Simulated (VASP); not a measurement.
# Be (Fm-3m) in VASP: notebook

Runs on Be. Level: PBE. Tasks: single point.

Program: VASP 6.6.1. These are calculated values, not measurements. Logs are shortened: lines on timing, memory, paths and dates and some standing lists are left out, and cuts for length are marked.

## Step 1: The cell of the first run

Symmetry: Fm-3m, No. 225, cubic system. Conventional cell: a = 3.158 Å, b = 3.158 Å, c = 3.158 Å, α = 90.00°, β = 90.00°, γ = 90.00°. Within 3.0 Å of Be (site symmetry m-3m) lie 12 Be at 2.23 Å.

## Step 2: Single point, PBE

The input, INCAR:

```
PREC = Accurate
ENCUT = 520
EDIFF = 1E-6
ISMEAR = -1
SIGMA = 0.08
LREAL = False
LASPH = True
NELM = 100
ALGO = Normal
ISIF = 2
LWAVE = False
LCHARG = False
GGA = PE
NBANDS = 7
```

The input, KPOINTS:

```
Automatic mesh
0
Gamma
  20 20 20
```

The input, POSCAR:

```
Be
1.0
    0.0000000000      1.5789013003      1.5789013003
    1.5789013003      0.0000000000      1.5789013003
    1.5789013003      1.5789013003      0.0000000000
Be
1
Direct
    0.0000000000      0.0000000000      0.0000000000
```

Potentials or basis: VASP PAW PBE potentials, release 64 (Be).

Command:

```
> cat potpaw_PBE.64/Be/POTCAR > POTCAR
> mpirun -np 1 vasp_std > vasp.out
```

OUTCAR:

```text
PREC = Accurate
   ENCUT = 520
   EDIFF = 1E-6
   ISMEAR = -1
   LREAL = False
   LASPH = True
   NELM = 100
   ISIF = 2
   GGA = PE

 ion  position               nearest neighbor table
   1  0.000  0.000  0.000-

  LATTYP: Found a face centered cubic cell.
 ALAT       =     3.1578026006

  Lattice vectors:

 A1 = (   0.0000000000,   1.5789013003,   1.5789013003)
 A2 = (   1.5789013003,   0.0000000000,   1.5789013003)
 A3 = (   1.5789013003,   1.5789013003,   0.0000000000)

Analysis of symmetry for initial positions (statically):
=====================================================================
 Subroutine PRICEL returns:
 Original cell was already a primitive cell.

 Routine SETGRP: Setting up the symmetry group for a
 face centered cubic supercell.

 Subroutine GETGRP returns: Found 48 space group operations
 (whereof 48 operations were pure point group operations)
 out of a pool of 48 trial point group operations.

The static configuration has the point symmetry O_h .

Analysis of symmetry for dynamics (positions and initial velocities):
=====================================================================
 Subroutine PRICEL returns:
 Original cell was already a primitive cell.

 Routine SETGRP: Setting up the symmetry group for a
 face centered cubic supercell.

 Subroutine GETGRP returns: Found 48 space group operations
 (whereof 48 operations were pure point group operations)
 out of a pool of 48 trial point group operations.

The dynamic configuration has the point symmetry O_h .

 Subroutine INISYM returns: Found 48 space group operations
 (whereof 48 operations are pure point group operations),
 and found     1 'primitive' translations

----------------------------------------------------------------------------------------

                                     Primitive cell

  volume of cell :       7.8722

  direct lattice vectors                    reciprocal lattice vectors
     0.000000000  1.578901300  1.578901300    -0.316675906  0.316675906  0.316675906
     1.578901300  0.000000000  1.578901300     0.316675906 -0.316675906  0.316675906
     1.578901300  1.578901300  0.000000000     0.316675906  0.316675906 -0.316675906

  length of vectors
     2.232903633  2.232903633  2.232903633     0.548498759  0.548498759  0.548498759

  position of ions in fractional coordinates (direct lattice)
     0.000000000  0.000000000  0.000000000

  ion indices of the primitive-cell ions
   primitive index   ion index
                 1           1

----------------------------------------------------------------------------------------

 KPOINTS: Automatic mesh

Automatic generation of k-mesh.
 Grid dimensions read from file:
 generate k-points for:   20   20   20

 Generating k-lattice:

  Cartesian coordinates                     Fractional coordinates (reciprocal lattice)
    -0.015833795  0.015833795  0.015833795     0.050000000  0.000000000  0.000000000
     0.015833795 -0.015833795  0.015833795     0.000000000  0.050000000  0.000000000
     0.015833795  0.015833795 -0.015833795     0.000000000  0.000000000  0.050000000

  Length of vectors
     0.027424938  0.027424938  0.027424938

  Shift w.r.t. Gamma in fractional coordinates (k-lattice)
     0.000000000  0.000000000  0.000000000

 Subroutine IBZKPT returns following result:
 ===========================================

 Found    256 irreducible k-points:

 Following reciprocal coordinates:
            Coordinates               Weight
  0.000000  0.000000  0.000000      1.000000
  0.050000  0.000000  0.000000      8.000000
  0.100000  0.000000  0.000000      8.000000
  0.150000  0.000000  0.000000      8.000000
  0.200000  0.000000  0.000000      8.000000
  0.250000  0.000000  0.000000      8.000000
[... 16 lines left out ...]
 -0.400000  0.050000  0.000000     24.000000
 -0.350000  0.050000  0.000000     24.000000
 [... further k-points ...]
   k-points           NKPTS =    256   k-points in BZ     NKDIM =    256   number of bands    NBANDS=      7
   number of dos      NEDOS =    301   number of ions     NIONS =      1
   total plane-waves  NPLWV =   5832
   dimension x,y,z NGX =    18 NGY =   18 NGZ =   18
   dimension x,y,z NGXF=    36 NGYF=   36 NGZF=   36
   ions per type =               1
   NGX,Y,Z   is equivalent  to a cutoff of  13.40, 13.40, 13.40 a.u.
   NGXF,Y,Z  is equivalent  to a cutoff of  26.80, 26.80, 26.80 a.u.
 SYSTEM =  unknown system
   PREC   = accura    normal or accurate (medium, high low for compatibility)
   ISTART =      0    job   : 0-new  1-cont  2-samecut
   ICHARG =      2    charge: 1-file 2-atom 10-const
   ISPIN  =      1    spin polarized calculation?
   LNONCOLLINEAR =      F non collinear calculations
   LSORBIT =      F    spin-orbit coupling
   LASPH  =      T    aspherical Exc in radial PAW
   ENCUT  =  520.0 eV  38.22 Ry    6.18 a.u.   4.15  4.15  4.15*2*pi/ulx,y,z
   NELM   =    100;   NELMIN=  2; NELMDL= -5     # of ELM steps
   EDIFF  = 0.1E-05   stopping-criterion for ELM
   LREAL  =      F    real-space projection
[... 7 lines left out ...]
   TEBEG  =    0.0;   TEEND  =   0.0 temperature during run
   PSTRESS=    0.0 pullay stress
   NELECT =       2.0000    total number of electrons
   NUPDOWN=      -1.0000    fix difference up-down
   EMIN   =  10.00;   EMAX   =-10.00  energy-range for DOS
   EFERMI =   0.00;   METHOD = LEGACY
   ISMEAR =    -1;   SIGMA  =   0.08  broadening in eV -4-tet -1-fermi 0-gaus
   EFERMI_NEDOS =   21; number of points for ismear=-14 and -15
   IALGO  =     38    algorithm
   IMIX   =      4    mixing-type and parameters
     AMIX     =   0.40;   BMIX     =  1.00
     AMIX_MAG =   1.60;   BMIX_MAG =  1.00
  volume/ion in A,a.u.               =       7.87        53.12
  Fermi-wavevector in a.u.,A,eV,Ry     =   1.036859  1.959380 14.627315  1.075077
  Thomas-Fermi vector in A             =   2.171270
   LORBIT       =      0    0 simple, 1 ext, 2 COOP (PROOUT), +10 PAW based schemes
   GGA     = PE    functional components
   LHFCALC =     F    Hartree Fock is set to
   AEXX    =    0.0000 exact exchange contribution
   IVDW    =     0    specifies the selected vdW correction
   LEPSILON=     F    determine dielectric tensor
   LRPA    =     F    only Hartree local field effects (RPA)
 non-spin polarized calculation
  energy-cutoff  :      520.00
  volume of cell :        7.87
 maximum number of plane-waves:       222
 NGX is ok and might be reduce to    18
   NGX =  9   NGY =  9   NGZ =  9

 number of electron       2.0000000 magnetization

 Free energy of the ion-electron system (eV)
  ---------------------------------------------------
  ext. energy  EPLUGINS =         0.00000000
  ---------------------------------------------------
  free energy    TOTEN  =        -3.68691421 eV

  energy without entropy =       -3.68453708  energy(sigma->0) =       -3.68572565

 E-fermi :   7.5348     XC(G=0): -10.6242

 val. band max:        7.5123107521   @ k =  -0.3500   0.3500   0.0000
 cond. band min:       7.5709796293   @ k =   0.5000   0.0000   0.0000
 fundamental gap:      0.0586688772
 Fermi energy:         7.5347963924

 k-point     1 :       0.0000    0.0000    0.0000
  band No.  band energies     occupation
      1      -4.3178      2.00000
      2      27.0047      0.00000
      3      27.0047      0.00000
      4      27.0047      0.00000
      5      36.6762      0.00000
      6      36.6762      0.00000
      7      36.6762      0.00000

 k-point     2 :       0.0500    0.0000    0.0000
  band No.  band energies     occupation
      1      -4.2349      2.00000
      2      26.3337      0.00000
      3      26.8611      0.00000
      4      26.8611      0.00000
      5      35.6405      0.00000
      6      36.9531      0.00000
      7      36.9531      0.00000

 k-point     3 :       0.1000    0.0000    0.0000
  band No.  band energies     occupation
      1      -3.9861      2.00000
      2      24.5188      0.00000
      3      26.4871      0.00000
      4      26.4871      0.00000
      5      34.9215      0.00000
      6      37.6626      0.00000
      7      37.6626      0.00000

 k-point     4 :       0.1500    0.0000    0.0000
  band No.  band energies     occupation
      1      -3.5716      2.00000
      2      22.0629      0.00000
      3      25.9994      0.00000
      4      25.9994      0.00000
      5      34.9416      0.00000
      6      38.3815      0.00000
      7      38.3815      0.00000

 k-point     5 :       0.2000    0.0000    0.0000
  band No.  band energies     occupation
      1      -2.9923      2.00000
      2      19.3951      0.00000
      3      25.4990      0.00000
      4      25.4990      0.00000
      5      35.4145      0.00000
      6      38.3136      0.00000
      7      38.3136      0.00000

 k-point     6 :       0.2500    0.0000    0.0000
  band No.  band energies     occupation
      1      -2.2513      2.00000
      2      16.7402      0.00000
      3      25.0484      0.00000
      4      25.0484      0.00000
      5      36.0853      0.00000
      6      37.3784      0.00000
      7      37.3784      0.00000

 k-point     7 :       0.3000    0.0000    0.0000
  band No.  band energies     occupation
      1      -1.3566      2.00000
      2      14.2104      0.00000
      3      24.6785      0.00000
      4      24.6785      0.00000
      5      36.2418      0.00000
      6      36.2418      0.00000
      7      36.5371      0.00000

 k-point     8 :       0.3500    0.0000    0.0000
  band No.  band energies     occupation
      1      -0.3292      2.00000
      2      11.8784      0.00000
      3      24.3998      0.00000
      4      24.3998      0.00000
      5      35.2305      0.00000
      6      35.2305      0.00000
      7      36.3359      0.00000

 k-point     9 :       0.4000    0.0000    0.0000
  band No.  band energies     occupation
      1       0.7749      2.00000
      2       9.8278      0.00000
      3      24.2104      0.00000
      4      24.2104      0.00000
      5      34.4595      0.00000
      6      34.4595      0.00000
      7      35.9112      0.00000

 k-point    10 :       0.4500    0.0000    0.0000
  band No.  band energies     occupation
      1       1.7900      2.00000
      2       8.2397      0.00030
      3      24.1023      0.00000
      4      24.1023      0.00000
      5      33.9797      0.00000
      6      33.9797      0.00000
      7      35.6027      0.00000

 k-point    11 :       0.5000    0.0000    0.0000
  band No.  band energies     occupation
      1       2.2668      2.00000
      2       7.5710      0.77763
      3      24.0674      0.00000
      4      24.0674      0.00000
      5      33.8170      0.00000
      6      33.8170      0.00000
      7      35.4945      0.00000
[... 51 lines left out ...]
 k-point    17 :       0.3000    0.0500    0.0000
  band No.  band energies     occupation
      1      -1.5944      2.00000
      2      15.0740      0.00000
      3      23.7502      0.00000
      4      25.3972      0.00000
      5      33.8502      0.00000
      6      37.3357      0.00000
      7      37.8485      0.00000

 k-point    18 :       0.3500    0.0500    0.0000
  band No.  band energies     occupation
      1      -0.6055      2.00000
      2      12.6708      0.00000
      3      23.5385      0.00000
      4      24.9347      0.00000
      5      33.0388      0.00000
      6      36.6900      0.00000
      7      38.2188      0.00000

 k-point    19 :       0.4000    0.0500    0.0000
  band No.  band energies     occupation
      1       0.4869      2.00000
      2      10.5127      0.00000
      3      23.4650      0.00000
      4      24.5016      0.00000
      5      32.4226      0.00000
      6      35.6861      0.00000
      7      38.2322      0.00000

 k-point    20 :       0.4500    0.0500    0.0000
  band No.  band energies     occupation
      1       1.5697      2.00000
      2       8.7322      0.00000
      3      23.5221      0.00000
      4      24.1093      0.00000
      5      32.0908      0.00000
      6      34.9094      0.00000
      7      37.9081      0.00000

 k-point    21 :       0.5000    0.0500    0.0000
  band No.  band energies     occupation
      1       2.3038      2.00000
      2       7.6786      0.28415
      3      23.6958      0.00000
      4      23.7746      0.00000
      5      32.0581      0.00000
      6      34.4005      0.00000
      7      37.7734      0.00000

 k-point    22 :      -0.4500    0.0500    0.0000
  band No.  band energies     occupation
      1       2.1351      2.00000
      2       7.9105      0.01810
      3      23.5194      0.00000
      4      23.9676      0.00000
      5      32.3134      0.00000
      6      34.1871      0.00000
      7      37.8743      0.00000

 k-point    23 :      -0.4000    0.0500    0.0000
  band No.  band energies     occupation
      1       1.2239      2.00000
      2       9.2663      0.00000
      3      23.3666      0.00000
      4      24.3175      0.00000
      5      32.8342      0.00000
      6      34.2883      0.00000
      7      38.1900      0.00000

 k-point    24 :      -0.3500    0.0500    0.0000
  band No.  band energies     occupation
      1       0.1160      2.00000
      2      11.1944      0.00000
      3      23.3351      0.00000
      4      24.7271      0.00000
      5      33.5883      0.00000
      6      34.7110      0.00000
      7      38.5308      0.00000

 [... further k-points ...]
[... 5 lines left out ...]
  --------------------------------------------------------------------------------------
  -------------------------------------------------------------------------------------
  Total        0.0065215      0.0065215      0.0065215     -0.0000000      0.0000000     -0.0000000
  in kB        1.3272836      1.3272836      1.3272836     -0.0000000      0.0000000     -0.0000000
  external PRESSURE =       1.3272836 kB  Pullay stress =       0.0000000 kB

 VOLUME and BASIS-vectors are now :
 -----------------------------------------------------------------------------
  energy-cutoff  :      520.00
  volume of cell :        7.87
      direct lattice vectors                 reciprocal lattice vectors
     0.000000000  1.578901300  1.578901300    -0.316675906  0.316675906  0.316675906
     1.578901300  0.000000000  1.578901300     0.316675906 -0.316675906  0.316675906
     1.578901300  1.578901300  0.000000000     0.316675906  0.316675906 -0.316675906

 POSITION                                       TOTAL-FORCE (eV/Angst)
 -----------------------------------------------------------------------------------
      0.00000      0.00000      0.00000         0.000000      0.000000      0.000000
 -----------------------------------------------------------------------------------
    total drift:                               -0.000000      0.000000     -0.000000

  FREE ENERGIE OF THE ION-ELECTRON SYSTEM (eV)
  ---------------------------------------------------
  free  energy   TOTEN  =        -3.6869142087 eV

  energy  without entropy=       -3.6845370836  energy(sigma->0) =       -3.68572565
```

Wall time 7.5 s (1 thread of Intel Xeon 6975P-C, shared host); peak memory 0.12 GiB.

Results:

* Free energy: -3.6869 eV
* Pressure: 0.1 GPa
* Band gap on the k mesh: zero (band 1 reaches 8.52 eV, above the bottom of band 2 at 7.51 eV)

## Step 3: Single point, PBE

The input, INCAR:

```
SYSTEM = Be
PREC = Accurate
ENCUT = 520
EDIFF = 1E-6
ISMEAR = -1
SIGMA = 0.08
LREAL = .FALSE.
LASPH = .TRUE.
NELM = 60
ALGO = Normal
ISIF = 2
LWAVE = .FALSE.
LCHARG = .FALSE.
GGA = PE
NBANDS = 7
```

The input, KPOINTS:

```
regular mesh
0
G
  20 20 20
  0 0 0
```

POSCAR is that of step 2.

Potentials or basis: VASP PAW PBE potentials, release 64 (Be).

Command:

```
> cat potpaw_PBE.64/Be/POTCAR > POTCAR
> mpirun -np 1 vasp_std > vasp.out
```

OUTCAR:

```text
SYSTEM = Be
   PREC = Accurate
   ENCUT = 520
   EDIFF = 1E-6
   ISMEAR = -1
   LREAL = .FALSE.
   LASPH = .TRUE.
   NELM = 60
   ISIF = 2
   GGA = PE

 ion  position               nearest neighbor table
   1  0.000  0.000  0.000-

  LATTYP: Found a face centered cubic cell.
 ALAT       =     3.1578026006

  Lattice vectors:

 A1 = (   0.0000000000,   1.5789013003,   1.5789013003)
 A2 = (   1.5789013003,   0.0000000000,   1.5789013003)
 A3 = (   1.5789013003,   1.5789013003,   0.0000000000)

Analysis of symmetry for initial positions (statically):
[... 411 lines left out ...]
      2      11.1944      0.00000
      3      23.3351      0.00000
      4      24.7271      0.00000
      5      33.5883      0.00000
      6      34.7110      0.00000
      7      38.5308      0.00000

 [... further k-points ...]
[... 5 lines left out ...]
  --------------------------------------------------------------------------------------
  -------------------------------------------------------------------------------------
  Total        0.0065215      0.0065215      0.0065215     -0.0000000      0.0000000     -0.0000000
  in kB        1.3272836      1.3272836      1.3272836     -0.0000000      0.0000000     -0.0000000
  external PRESSURE =       1.3272836 kB  Pullay stress =       0.0000000 kB

 VOLUME and BASIS-vectors are now :
 -----------------------------------------------------------------------------
  energy-cutoff  :      520.00
  volume of cell :        7.87
      direct lattice vectors                 reciprocal lattice vectors
     0.000000000  1.578901300  1.578901300    -0.316675906  0.316675906  0.316675906
     1.578901300  0.000000000  1.578901300     0.316675906 -0.316675906  0.316675906
     1.578901300  1.578901300  0.000000000     0.316675906  0.316675906 -0.316675906

 POSITION                                       TOTAL-FORCE (eV/Angst)
 -----------------------------------------------------------------------------------
      0.00000      0.00000      0.00000         0.000000      0.000000      0.000000
 -----------------------------------------------------------------------------------
    total drift:                               -0.000000      0.000000     -0.000000

  FREE ENERGIE OF THE ION-ELECTRON SYSTEM (eV)
  ---------------------------------------------------
  free  energy   TOTEN  =        -3.6869142087 eV

  energy  without entropy=       -3.6845370836  energy(sigma->0) =       -3.68572565
```

Run time: 5.3 s. Hardware: 1 thread of Intel Xeon 6975P-C, shared host; peak memory 0.12 GiB.

What came out:

```yaml
Free_energy: -3.6869 eV
Pressure: 0.1 GPa
Band_gap_on_the_k_mesh: zero (band 1 reaches 8.52 eV, above the bottom of band 2 at 7.51 eV)
```
